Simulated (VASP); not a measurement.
Wanted: the native input for a VASP 6.6.1 run.

```yaml
Task: single point
Functional: PBE
Potentials_or_basis: VASP PAW PBE potentials, release 64 (Mg, O)
Cutoff: 520 eV
k_mesh: 8 × 6 × 6
Occupations: gaussian, width 0.1 eV
Spin: collinear spin, ferromagnetic start
Starting_moments: "[0.0, 0.0, 0.65, 0.65, 0.65, 0.65, 0.65, 0.65] μB"
Dipole_correction: no
Further_INCAR_settings: ALGO = Normal; EDIFF = 1e-06; NBANDS = 34
```

The structure of MgO3 lies in POSCAR:

```
MgO3
1.0
    0.0000000000      0.0000000000      3.4774469468
    6.0339612670      0.0000000000      0.0000000000
   -3.0169806335      5.2255637427      0.0000000000
Mg O
2 6
Direct
    0.2500000000      0.3333333333      0.6666666667
    0.7500000000      0.6666666667      0.3333333333
    0.2500000000      0.7737898223      0.5475796446
    0.7500000000      0.2262101777      0.7737898223
    0.2500000000      0.4524203554      0.2262101777
    0.7500000000      0.2262101777      0.4524203554
    0.2500000000      0.7737898223      0.2262101777
    0.7500000000      0.5475796446      0.7737898223
```

The input as run:

INCAR

```
PREC = Accurate ; ENCUT = 520
EDIFF = 1E-6 ; ISMEAR = 0
SIGMA = 0.1 ; LREAL = False
LASPH = True ; NELM = 150
ALGO = Normal ; ISIF = 2
LWAVE = False ; LCHARG = False
ISPIN = 2 ; MAGMOM = 0 0 0.65 0.65 0.65 0.65 0.65 0.65
LORBIT = 11 ; GGA = PE
NBANDS = 34
```

KPOINTS

```
Automatic mesh
0
Gamma
  8 6 6
```

Potentials or basis: VASP PAW PBE potentials, release 64 (Mg, O).

The run is started by

```sh
$ cat potpaw_PBE.64/Mg/POTCAR potpaw_PBE.64/O/POTCAR > POTCAR
$ mpirun -np 1 vasp_std > vasp.out
```

It gave:

The pressure is -0.2 GPa. The largest force is 0.026 eV/Å, the band gap on the k mesh is zero (filled and empty bands overlap) and the net moment is 4.00 μB per cell. The site moments are Mg -0.01; O +0.57 μB and the valence electrons inside the program's atomic spheres are Mg 0.35; O 4.78.

Caveat: semilocal functionals underestimate gaps, so a narrow gap can read as zero.

Run time: 3.7 min on 1 thread of AMD EPYC 7R13 Processor (Zen 3), with other jobs on the host, peak memory 0.36 GiB.
